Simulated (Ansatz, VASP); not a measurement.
**Ti in VASP and in Ansatz**

The input INCAR:

```
  PREC = Accurate
  ENCUT = 520
  EDIFF = 1E-6
  ISMEAR = -1
  SIGMA = 0.15
  LREAL = False
  LASPH = True
  NELM = 100
  ALGO = Normal
  ISIF = 2
  LWAVE = False
  LCHARG = False
  GGA = PS
  NBANDS = 12
```

The input KPOINTS:

```
regular mesh
0
Gamma
  20 20 20
```

Contents of POSCAR:

```
Ti
1.0
    0.0000000000      2.0182073943      2.0182073943
    2.0182073943      0.0000000000      2.0182073943
    2.0182073943      2.0182073943      0.0000000000
Ti
1
Direct
    0.0000000000      0.0000000000      0.0000000000
```

Input for Ansatz:

```yaml
crystal:
  lattice:
    - [0.0, 2.0182073943, 2.0182073943]
    - [2.0182073943, 0.0, 2.0182073943]
    - [2.0182073943, 2.0182073943, 0.0]
  atoms:
    - { symbol: Ti, position: [0.0, 0.0, 0.0] }
basis:
  ecutwfc: 420
kpoints:
  mp_grid: { grid: [20, 20, 20] }
hamiltonian:
  xc: pbesol
scf:
  occupations: { method: fermi_dirac, width: 0.15 }
output:
  forces: true
  stress: true
  eigenvalues: true
```

Alike in both runs: task single point; functional PBEsol; k mesh 20 × 20 × 20; occupations fermi-dirac, width 0.15 eV; no spin polarisation.

|  | VASP | Ansatz |
| --- | --- | --- |
| version | VASP 6.6.1 | Ansatz 0.2.0 |
| potentials or method | VASP PAW PBE potentials, release 64 (Ti_sv), cutoff 520 eV | scalar-relativistic, plane waves, PAW |
| valence electrons in the cell | 12 | 12 |

VASP gave:

| Quantity | Value |
| --- | --- |
| gap on the k mesh at the Fermi level (eV) | none |
| pressure (GPa) | 2.1 |

Problem. Which values does Ansatz return?

Solution. gap on the k mesh at the Fermi level (eV): none; pressure (GPa): 2.4.

VASP's potentials were made for PBE, not for PBEsol. A gap of «none» marks a metal or a gap that the smearing closes.
